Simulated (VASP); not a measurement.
A run of VASP 6.6.1:

INCAR

```
SYSTEM = NaI
  PREC = Accurate
  ENCUT = 520
  EDIFF = 1E-7
  ISMEAR = -1
  SIGMA = 0.02
  LREAL = .FALSE.
  LASPH = .TRUE.
  NELM = 80
  ALGO = Normal
  ISIF = 2
  LWAVE = .FALSE.
  LCHARG = .TRUE.
  GGA = PE
  LELF = .TRUE.
  LVHAR = .TRUE.
  NBANDS = 14
```

KPOINTS

```
regular mesh
0
G
  6 6 6
  0 0 0
```

The input POSCAR:

```
NaI
1.0
   -0.2121037079      3.4692723996      3.4692723996
    3.4692723996     -0.2121037079      3.4692723996
    3.4692723996      3.4692723996     -0.2121037079
Na I
1 1
Direct
   -0.0074217700     -0.0074217700     -0.0074217700
    0.2574217700      0.2574217700      0.2574217700
```

Potentials or basis: VASP PAW PBE potentials, release 64 (Na_pv, I).

Command:

```bash
$ cat potpaw_PBE.64/Na_pv/POTCAR potpaw_PBE.64/I/POTCAR > POTCAR
$ mpirun -np 1 vasp_std > vasp.out
```

Hardware: 1 thread of Intel(R) Xeon(R) 6975P-C (Granite Rapids), on a shared host.

**Question.** How long does it take, and how much memory?

**Answer.** Run time: 23 s on 1 thread of Intel(R) Xeon(R) 6975P-C (Granite Rapids), on a shared host, peak memory 0.25 GiB. Counts: scf iterations 14, k points 32.
